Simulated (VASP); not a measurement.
# MgO (Fm-3m) in VASP: a series of runs

The runs below take MgO through single point, relaxation of cell and atoms, with r2SCAN.

Everything below comes from runs of VASP 6.6.1. Logs are shortened: lines on timing, memory, paths and dates and some standing lists are left out, and cuts for length are marked.

**1. The cell of the first run**

It takes space group Fm-3m (No. 225, cubic). The conventional cell has a = 4.204 Å, b = 4.204 Å, c = 4.204 Å, α = 90.00°, β = 90.00°, γ = 90.00°. Mg (site symmetry m-3m) has 6 O at 2.10 Å within 2.8 Å. O (site symmetry m-3m) has 6 Mg at 2.10 Å within 2.8 Å.

**2. Single point, r2SCAN**

The input, POSCAR:

```
MgO
1.0
    0.0000000000      2.1021666359      2.1021666359
    2.1021666359      0.0000000000      2.1021666359
    2.1021666359      2.1021666359      0.0000000000
Mg O
1 1
Direct
    0.0000000000      0.0000000000      0.0000000000
    0.5000000000      0.5000000000      0.5000000000
```

The input, INCAR.step1:

```
ALGO = Normal
EDIFF = 1E-4
ENCUT = 520
GGA = PE
ISMEAR = -1
LASPH = T
LCHARG = F
LREAL = F
LWAVE = T
NBANDS = 11
NELM = 80
PREC = Accurate
SIGMA = 0.05
```

The input, INCAR.step2:

```
ALGO = Normal
EDIFF = 1E-6
ENCUT = 520
ISIF = 2
ISMEAR = -1
ISTART = 1
LASPH = T
LCHARG = F
LMIXTAU = T
LREAL = F
LWAVE = F
METAGGA = R2SCAN
NBANDS = 11
NELM = 80
PREC = Accurate
SIGMA = 0.05
```

The input, KPOINTS:

```
k-points
0
Gamma
  20 20 20
```

Potentials or basis: VASP PAW PBE potentials, release 64 (Mg, O).

On the command line:

```bash
$ cat potpaw_PBE.64/Mg/POTCAR potpaw_PBE.64/O/POTCAR > POTCAR
$ cp INCAR.step1 INCAR
$ mpirun -np 1 vasp_std > vasp.out
$ cp INCAR.step2 INCAR
$ mpirun -np 1 vasp_std > vasp.out
```

OUTCAR:

```text
EDIFF = 1E-6
   ENCUT = 520
   ISIF = 2
   ISMEAR = -1
   ISTART = 1
   LASPH = T
   LREAL = F
   METAGGA = R2SCAN
   NELM = 80
   PREC = Accurate

 ion  position               nearest neighbor table
   1  0.000  0.000  0.000-   2 2.10   2 2.10   2 2.10   2 2.10   2 2.10   2 2.10
   2  0.500  0.500  0.500-   1 2.10   1 2.10   1 2.10   1 2.10   1 2.10   1 2.10

  LATTYP: Found a face centered cubic cell.
 ALAT       =     4.2043332718

  Lattice vectors:

 A1 = (   0.0000000000,   2.1021666359,   2.1021666359)
 A2 = (   2.1021666359,   0.0000000000,   2.1021666359)
 A3 = (   2.1021666359,   2.1021666359,   0.0000000000)

Analysis of symmetry for initial positions (statically):
=====================================================================
 Subroutine PRICEL returns:
 Original cell was already a primitive cell.

 Routine SETGRP: Setting up the symmetry group for a
 face centered cubic supercell.

 Subroutine GETGRP returns: Found 48 space group operations
 (whereof 48 operations were pure point group operations)
 out of a pool of 48 trial point group operations.

The static configuration has the point symmetry O_h .

Analysis of symmetry for dynamics (positions and initial velocities):
=====================================================================
 Subroutine PRICEL returns:
 Original cell was already a primitive cell.

 Routine SETGRP: Setting up the symmetry group for a
 face centered cubic supercell.

 Subroutine GETGRP returns: Found 48 space group operations
 (whereof 48 operations were pure point group operations)
 out of a pool of 48 trial point group operations.

The dynamic configuration has the point symmetry O_h .

 Subroutine INISYM returns: Found 48 space group operations
 (whereof 48 operations are pure point group operations),
 and found     1 'primitive' translations

----------------------------------------------------------------------------------------

                                     Primitive cell

  volume of cell :      18.5794

  direct lattice vectors                    reciprocal lattice vectors
     0.000000000  2.102166636  2.102166636    -0.237849841  0.237849841  0.237849841
     2.102166636  0.000000000  2.102166636     0.237849841 -0.237849841  0.237849841
     2.102166636  2.102166636  0.000000000     0.237849841  0.237849841 -0.237849841

  length of vectors
     2.972912567  2.972912567  2.972912567     0.411968009  0.411968009  0.411968009

  position of ions in fractional coordinates (direct lattice)
     0.000000000  0.000000000  0.000000000
     0.500000000  0.500000000  0.500000000

  ion indices of the primitive-cell ions
   primitive index   ion index
                 1           1
                 2           2

----------------------------------------------------------------------------------------

 KPOINTS: k-points

Automatic generation of k-mesh.
 Grid dimensions read from file:
 generate k-points for:   20   20   20

 Generating k-lattice:

  Cartesian coordinates                     Fractional coordinates (reciprocal lattice)
    -0.011892492  0.011892492  0.011892492     0.050000000  0.000000000  0.000000000
     0.011892492 -0.011892492  0.011892492     0.000000000  0.050000000  0.000000000
     0.011892492  0.011892492 -0.011892492     0.000000000  0.000000000  0.050000000

  Length of vectors
     0.020598400  0.020598400  0.020598400

  Shift w.r.t. Gamma in fractional coordinates (k-lattice)
     0.000000000  0.000000000  0.000000000

 Subroutine IBZKPT returns following result:
 ===========================================

 Found    256 irreducible k-points:

 Following reciprocal coordinates:
            Coordinates               Weight
  0.000000  0.000000  0.000000      1.000000
  0.050000  0.000000  0.000000      8.000000
  0.100000  0.000000  0.000000      8.000000
  0.150000  0.000000  0.000000      8.000000
  0.200000  0.000000  0.000000      8.000000
  0.250000  0.000000  0.000000      8.000000
[... 16 lines left out ...]
 -0.400000  0.050000  0.000000     24.000000
 -0.350000  0.050000  0.000000     24.000000
 [... further k-points ...]
   k-points           NKPTS =    256   k-points in BZ     NKDIM =    256   number of bands    NBANDS=     11
   number of dos      NEDOS =    301   number of ions     NIONS =      2
   total plane-waves  NPLWV =  13824
   dimension x,y,z NGX =    24 NGY =   24 NGZ =   24
   dimension x,y,z NGXF=    48 NGYF=   48 NGZF=   48
   ions per type =               1   1
   NGX,Y,Z   is equivalent  to a cutoff of  13.42, 13.42, 13.42 a.u.
   NGXF,Y,Z  is equivalent  to a cutoff of  26.84, 26.84, 26.84 a.u.
 SYSTEM =  unknown system
   PREC   = accura    normal or accurate (medium, high low for compatibility)
   ISTART =      1    job   : 0-new  1-cont  2-samecut
   ICHARG =      0    charge: 1-file 2-atom 10-const
   ISPIN  =      1    spin polarized calculation?
   LNONCOLLINEAR =      F non collinear calculations
   LSORBIT =      F    spin-orbit coupling
   LASPH  =      T    aspherical Exc in radial PAW
   ENCUT  =  520.0 eV  38.22 Ry    6.18 a.u.   5.53  5.53  5.53*2*pi/ulx,y,z
   NELM   =     80;   NELMIN=  2; NELMDL=  0     # of ELM steps
   EDIFF  = 0.1E-05   stopping-criterion for ELM
   LREAL  =      F    real-space projection
   EDIFFG = 0.1E-04   stopping-criterion for IOM
   NSW    =      0    number of steps for IOM
   IBRION =     -1    ionic relax: 0-MD 1-quasi-New 2-CG
   NFREE  =      0    steps in history (QN), initial steepest desc. (CG)
   ISIF   =      2    stress and relaxation
   ISYM   =      2    0-nonsym 1-usesym 2-fastsym
   POTIM  = 0.5000    time-step for ionic-motion
   TEBEG  =    0.0;   TEEND  =   0.0 temperature during run
   PSTRESS=    0.0 pullay stress
   NELECT =       8.0000    total number of electrons
   NUPDOWN=      -1.0000    fix difference up-down
   EMIN   =  10.00;   EMAX   =-10.00  energy-range for DOS
   EFERMI =   0.00;   METHOD = LEGACY
   ISMEAR =    -1;   SIGMA  =   0.05  broadening in eV -4-tet -1-fermi 0-gaus
   EFERMI_NEDOS =   21; number of points for ismear=-14 and -15
   IALGO  =     38    algorithm
   IMIX   =      4    mixing-type and parameters
     AMIX     =   0.40;   BMIX     =  1.00
     AMIX_MAG =   1.60;   BMIX_MAG =  1.00
  volume/ion in A,a.u.               =       9.29        62.69
  Fermi-wavevector in a.u.,A,eV,Ry     =   1.236216  2.336109 20.792831  1.528230
  Thomas-Fermi vector in A             =   2.370834
   LORBIT       =      0    0 simple, 1 ext, 2 COOP (PROOUT), +10 PAW based schemes
   METAGGA = R2SCAN    functional components
   LHFCALC =     F    Hartree Fock is set to
   AEXX    =    0.0000 exact exchange contribution
   IVDW    =     0    specifies the selected vdW correction
   LEPSILON=     F    determine dielectric tensor
   LRPA    =     F    only Hartree local field effects (RPA)
 non-spin polarized calculation
  energy-cutoff  :      520.00
  volume of cell :       18.58
 maximum number of plane-waves:       531
 NGX is ok and might be reduce to    24
   NGX = 11   NGY = 11   NGZ = 11

 number of electron       8.0000004 magnetization

 Free energy of the ion-electron system (eV)
  ---------------------------------------------------
  ext. energy  EPLUGINS =         0.00000000
  ---------------------------------------------------
  free energy    TOTEN  =       -16.16111534 eV

  energy without entropy =      -16.16111534  energy(sigma->0) =      -16.16111534

 E-fermi :   3.8565     XC(G=0): -11.6234

 val. band max:        2.8163930523   @ k =   0.0000   0.0000   0.0000
 cond. band min:       8.4763708071   @ k =   0.0000   0.0000   0.0000
 fundamental gap:      5.6599777548
 Fermi energy:         3.8564559800

 k-point     1 :       0.0000    0.0000    0.0000
  band No.  band energies     occupation
      1     -15.4125      2.00000
      2       2.8164      2.00000
      3       2.8164      2.00000
      4       2.8164      2.00000
      5       8.4764      0.00000
      6      19.6823      0.00000
      7      19.6823      0.00000
      8      19.6823      0.00000
      9      23.8436      0.00000
     10      25.6170      0.00000
     11      25.6170      0.00000

 k-point     2 :       0.0500    0.0000    0.0000
  band No.  band energies     occupation
      1     -15.3858      2.00000
      2       2.6439      2.00000
      3       2.7983      2.00000
      4       2.7983      2.00000
      5       8.6459      0.00000
      6      19.2711      0.00000
      7      19.7493      0.00000
      8      19.7493      0.00000
      9      24.3913      0.00000
     10      25.3851      0.00000
     11      25.3851      0.00000

 k-point     3 :       0.1000    0.0000    0.0000
  band No.  band energies     occupation
      1     -15.3074      2.00000
      2       2.1863      2.00000
      3       2.7464      2.00000
      4       2.7464      2.00000
      5       9.0912      0.00000
      6      18.4388      0.00000
      7      19.9369      0.00000
      8      19.9369      0.00000
      9      24.9060      0.00000
     10      24.9060      0.00000
     11      25.5460      0.00000

 k-point     4 :       0.1500    0.0000    0.0000
  band No.  band energies     occupation
      1     -15.1825      2.00000
      2       1.5605      2.00000
      3       2.6668      2.00000
      4       2.6668      2.00000
      5       9.6839      0.00000
      6      17.6047      0.00000
      7      20.2014      0.00000
      8      20.2014      0.00000
      9      24.4583      0.00000
     10      24.4583      0.00000
     11      26.4776      0.00000
[... 239 lines left out ...]
 k-point    22 :      -0.4500    0.0500    0.0000
  band No.  band energies     occupation
      1     -14.1571      2.00000
      2      -1.7432      2.00000
      3       2.0401      2.00000
      4       2.1379      2.00000
      5      11.7757      0.00000
      6      16.6324      0.00000
      7      19.9955      0.00000
      8      20.3797      0.00000
      9      25.6988      0.00000
     10      26.5992      0.00000
     11      26.6751      0.00000

 k-point    23 :      -0.4000    0.0500    0.0000
  band No.  band energies     occupation
      1     -14.2385      2.00000
      2      -1.5351      2.00000
      3       2.0637      2.00000
      4       2.1862      2.00000
      5      11.7519      0.00000
      6      16.4963      0.00000
      7      20.0710      0.00000
      8      20.4513      0.00000
      9      25.8117      0.00000
     10      25.9054      0.00000
     11      26.4640      0.00000

 k-point    24 :      -0.3500    0.0500    0.0000
  band No.  band energies     occupation
      1     -14.3772      2.00000
      2      -1.1655      2.00000
      3       2.1182      2.00000
      4       2.2600      2.00000
      5      11.6707      0.00000
      6      16.3211      0.00000
      7      20.1932      0.00000
      8      20.5727      0.00000
      9      25.0682      0.00000
     10      25.9034      0.00000
     11      26.1035      0.00000

 [... further k-points ...]

------------------------ aborting loop because EDIFF is reached ----------------------------------------

  FORCE on cell =-STRESS in cart. coord.  units (eV):
  Direction    XX          YY          ZZ          XY          YZ          ZX
  --------------------------------------------------------------------------------------
  -------------------------------------------------------------------------------------
  Total       -0.1317929     -0.1317929     -0.1317929     -0.0000000     -0.0000000      0.0000000
  in kB      -11.3650414    -11.3650414    -11.3650414     -0.0000000     -0.0000000      0.0000000
  external PRESSURE =     -11.3650414 kB  Pullay stress =       0.0000000 kB

 VOLUME and BASIS-vectors are now :
 -----------------------------------------------------------------------------
  energy-cutoff  :      520.00
  volume of cell :       18.58
      direct lattice vectors                 reciprocal lattice vectors
     0.000000000  2.102166636  2.102166636    -0.237849841  0.237849841  0.237849841
     2.102166636  0.000000000  2.102166636     0.237849841 -0.237849841  0.237849841
     2.102166636  2.102166636  0.000000000     0.237849841  0.237849841 -0.237849841

 POSITION                                       TOTAL-FORCE (eV/Angst)
 -----------------------------------------------------------------------------------
      0.00000      0.00000      0.00000        -0.000000     -0.000000      0.000000
      2.10217      2.10217      2.10217         0.000000      0.000000      0.000000
 -----------------------------------------------------------------------------------
    total drift:                               -0.000000     -0.000000      0.000000

  FREE ENERGIE OF THE ION-ELECTRON SYSTEM (eV)
  ---------------------------------------------------
  free  energy   TOTEN  =       -16.1611153360 eV

  energy  without entropy=      -16.1611153359  energy(sigma->0) =      -16.16111534
```

Wall time 71 s (1 thread of Intel Xeon 6975P-C (Granite Rapids), shared host); peak memory 0.19 GiB.

What came out:

```yaml
Free_energy: -16.1611 eV
Pressure: -1.1 GPa
Band_gap_on_the_k_mesh: 5.66 eV
```

Levels at points of the mesh, in eV from the valence-band top:
```tsv
k point	band 1	band 2	band 3	band 4	band 5	band 6	band 7	band 8
(0.00, 0.00, 0.00)	-18.23	0.00	0.00	0.00	5.66	16.87	16.87	16.87
(0.50, 0.00, 0.00)	-16.97	-4.64	-0.68	-0.68	8.84	13.87	17.48	17.48
(0.50, 0.50, 0.00)	-16.72	-4.12	-1.38	-1.38	10.04	11.12	14.35	20.46
```

Caveat: the PAW data sets were made with another functional, which shifts forces and pressure a little. A k mesh can miss the band edges.

[end of part 1 of 2]
